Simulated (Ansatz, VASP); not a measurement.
# One calculation of Be, two programs

```
CELL_PARAMETERS angstrom
-1.26496 1.26496 1.26496
1.26496 -1.26496 1.26496
1.26496 1.26496 -1.26496
ATOMIC_POSITIONS crystal
Be 0.00000 0.00000 0.00000
```

Alike in both runs: task single point; functional PBEsol; k mesh 24 × 24 × 24; occupations gaussian, width 0.1 eV; no spin polarisation.

|  | VASP | Ansatz |
| --- | --- | --- |
| version | VASP 6.6.1 | Ansatz 0.2.0 |
| potentials or method | VASP PAW PBE potentials, release 64 (Be), cutoff 520 eV | scalar-relativistic, plane waves, PAW |
| valence electrons in the cell | 2 | 2 |

Ansatz gave:

| Item | Value |
| --- | --- |
| gap on the k mesh at the Fermi level (eV) | none |
| pressure (GPa) | -5.1 |

Q: Estimate VASP's values.

A: gap on the k mesh at the Fermi level (eV): none; pressure (GPa): -4.8.

VASP's potentials were made for PBE, not for PBEsol. A gap of «none» marks a metal or a gap that the smearing closes.
